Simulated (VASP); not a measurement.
The system is TaN.

```
CELL_PARAMETERS angstrom
5.19100 0.00000 0.00000
-2.59550 4.49554 0.00000
0.00000 0.00000 2.90800
ATOMIC_POSITIONS crystal
Ta 0.00000 0.00000 0.00000
Ta 0.33333 0.66667 0.50000
Ta 0.66667 0.33333 0.50000
N 0.50000 0.00000 0.00000
N 0.50000 0.50000 0.00000
N 0.00000 0.50000 0.00000
```

```yaml
Program: VASP 6.6.1
Task: relaxation of cell and atoms
Functional: r2SCAN
Potentials_or_basis: VASP PAW PBE potentials, release 64 (Ta_pv, N)
Cutoff: 600 eV
k_mesh: 5 × 5 × 7
Occupations: fermi-dirac, width 0.1 eV
Spin: no spin polarisation
```

At the start: pressure 6.8 GPa; volume 11.31 Å³/atom.

Task: How do energy, volume and symmetry change on relaxing?

Result: Over 5 steps the energy falls by 7.0 meV/atom and the volume is 11.59 Å³/atom (+2.5 %); space group P6/mmm (No. 191, to 0.1 Å) before and after.

The path:
| step | energy change (eV) | largest force (eV/Å) | pressure (GPa) | volume (Å³) |
| --- | --- | --- | --- | --- |
| 1 | 0.0000 | 0.0000 | 6.80 | 67.86 |
| 2 | 0.0948 | 0.0000 | -13.11 | 72.68 |
| 3 | -0.0353 | 0.0000 | -0.68 | 69.47 |
| 4 | -0.0403 | 0.0000 | 0.23 | 69.55 |
| 5 | -0.0421 | 0.0000 | -0.09 | 69.53 |

Final structure:
```
Ta N
1.0
     5.25877    0.00000    0.00000
    -2.62938    4.55423    0.00000
     0.00000    0.00000    2.90307
Ta N
3 3
Direct
  0.00000 0.00000 0.00000
  0.33333 0.66667 0.50000
  0.66667 0.33333 0.50000
  0.50000 0.00000 0.00000
  0.50000 0.50000 0.00000
  0.00000 0.50000 0.00000
```

Caveat: the PAW data sets were made with another functional, which shifts forces and pressure a little.
